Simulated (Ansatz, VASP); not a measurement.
**Ru in VASP and in Ansatz**

The input INCAR:

```
SYSTEM = Ru
PREC = Accurate
ENCUT = 520
EDIFF = 1E-6
ISMEAR = 0
SIGMA = 0.1
LREAL = .FALSE.
LASPH = .TRUE.
NELM = 60
ALGO = Fast
ISIF = 2
LWAVE = .FALSE.
LCHARG = .FALSE.
GGA = PS
NBANDS = 36
```

The input KPOINTS:

```
Automatic mesh
0
G
  9 6 15
  0 0 0
```

The input POSCAR:

```
Ru
1.0
    4.0007768068      0.0000000000      0.0000000000
    0.0000000000      5.6579526996      0.0011680346
    0.0000000000      1.4149719962      2.3448439925
Ru
4
Direct
    0.2500000000      0.1656280408      0.3370216002
    0.2500000000      0.6656280408      0.3370216002
    0.7500000000      0.3343719592      0.6629783998
    0.7500000000      0.8343719592      0.6629783998
```

Input for Ansatz:

```yaml
crystal:
  lattice:
    - [4.0007768068, 0.0, 0.0]
    - [0.0, 5.6579526996, 0.0011680346]
    - [0.0, 1.4149719962, 2.3448439925]
  atoms:
    - { symbol: Ru, position: [0.25, 0.1656280408, 0.3370216002] }
    - { symbol: Ru, position: [0.25, 0.6656280408, 0.3370216002] }
    - { symbol: Ru, position: [0.75, 0.3343719592, 0.6629783998] }
    - { symbol: Ru, position: [0.75, 0.8343719592, 0.6629783998] }
basis:
  ecutwfc: 420
kpoints:
  mp_grid: { grid: [9, 6, 15] }
hamiltonian:
  xc: pbesol
scf:
  occupations: { method: gaussian, width: 0.1 }
output:
  forces: true
  stress: true
  eigenvalues: true
```

Change from the starting cell: band edges of the strained film's bulk.

Alike in both runs: task single point; functional PBEsol; k mesh 9 × 6 × 15; occupations gaussian, width 0.1 eV; no spin polarisation.

```csv
,VASP,Ansatz
version,VASP 6.6.1,Ansatz 0.2.0
potentials or method,"VASP PAW PBE potentials, release 64 (Ru_pv), cutoff 520 eV","scalar-relativistic, plane waves, PAW"
valence electrons in the cell,56,64
```

```tsv
	VASP	Ansatz	Ansatz less VASP
gap on the k mesh at the Fermi level (eV)	none	none	-
pressure (GPa)	5.9	5.9	-0.01
traceless stress, the component that is largest in VASP (GPa)	25.83	25.79	-0.046
```

VASP's potentials were made for PBE, not for PBEsol. A gap of «none» marks a metal or a gap that the smearing closes. VASP's potentials hold 56 valence electrons a cell and Ansatz's 64, so a difference there can come from the potentials and not from the codes.
